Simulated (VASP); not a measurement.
The system is BaTiO3.

```
Ba Ti O
1.0
     3.99980    0.00000    0.00000
     0.00000    3.99980    0.00000
     0.00000    0.00000    4.01800
Ba Ti O
1 1 3
Direct
  0.00000 0.00000 0.00000
  0.50000 0.50000 0.49000
  0.50000 0.50000 0.01900
  0.50000 0.00000 0.51700
  0.00000 0.50000 0.51700
```

Base run:

- Program: VASP 6.6.1
- Functional: PBE
- Dispersion: D3(BJ)
- Potentials or basis: VASP PAW PBE potentials, release 64 (Ba_sv, Ti_sv, O)
- Cutoff: 520 eV
- k mesh: 6 × 6 × 6
- Occupations: gaussian, width 0.01 eV
- Spin: no spin polarisation

Its results: band gap on the k mesh 1.77 eV (least direct gap 2.06 eV); pressure 0.8 GPa; largest force 0.276 eV/Å.

**Question.** The run is repeated on the same cell with these changes: hubbard terms from none to Ti d U = 6.0 eV. What comes out?

**Answer.** Band gap on the k mesh 2.52 eV (least direct gap 2.84 eV); pressure 5.8 GPa; largest force 0.766 eV/Å.

The U term pushes filled and empty states of the shell apart.

Caveats: spin-orbit coupling is left out, which moves the levels of the heavy elements; the cell stands under pressure (at least some runs).

A k mesh can miss the band edges.
